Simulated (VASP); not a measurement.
Input of a VASP 6.6.1 run:

File INCAR:

```
SYSTEM = Sm2Si
PREC     = Accurate       ! precision mode
ENCUT    = 500            ! plane-wave cutoff, eV
EDIFF    = 1E-6           ! SCF threshold, eV
ISMEAR   = 0              ! smearing method
SIGMA    = 0.1            ! smearing width, eV
LREAL    = .False.        ! projectors in reciprocal space
LASPH    = .True.         ! aspherical terms in the spheres
NELM     = 200            ! most SCF steps
ALGO     = Normal         ! electronic algorithm
ISIF     = 2              ! what is computed and relaxed
LWAVE    = .False.        ! write WAVECAR
LCHARG   = .True.         ! write CHGCAR
GGA      = PE             ! functional
LELF     = .True.         ! ELF
LVHAR    = .True.       
NBANDS   = 35             ! bands
GGA_COMPAT= .False.      
LMAXMIX  = 6              ! l up to which the mixer works
```

The input KPOINTS:

```
regular mesh
0
Gamma
  2 4 6
  0 0 0
```

Contents of POSCAR:

```
Sm2Si
1.0
    9.5965057753      0.0000000000      0.0000000000
    0.0000000000      4.8808222749      0.0000000000
    0.0000000000      0.0000000000      3.7187719032
Sm Si
4 2
Direct
    0.5000000000      0.5000000000      0.0000000000
    0.0000000000      0.5000000000      0.0000000000
    0.7500000000      0.0000000000      0.8948929225
    0.2500000000      0.0000000000      0.1051070775
    0.7500000000      0.5000000000      0.4553289200
    0.2500000000      0.5000000000      0.5446710800
```

Potentials or basis: VASP PAW PBE potentials, release 64 (Sm_3, Si), 4f in core.

Command:

```console
$ cat potpaw_PBE.64/Sm_3/POTCAR potpaw_PBE.64/Si/POTCAR > POTCAR
$ mpirun -np 1 vasp_std > vasp.out
```

(1) What does it give for the band gap on the k mesh?

(2) What does it give for the pressure?

Results:

(1) zero (bands 26 and 27 overlap by 0.64 eV).

(2) 0.3 GPa.

Caveat: spin-orbit coupling is left out, which moves the levels of the heavy elements; the 4f electrons are frozen in the core, so they carry no moment and show no levels.
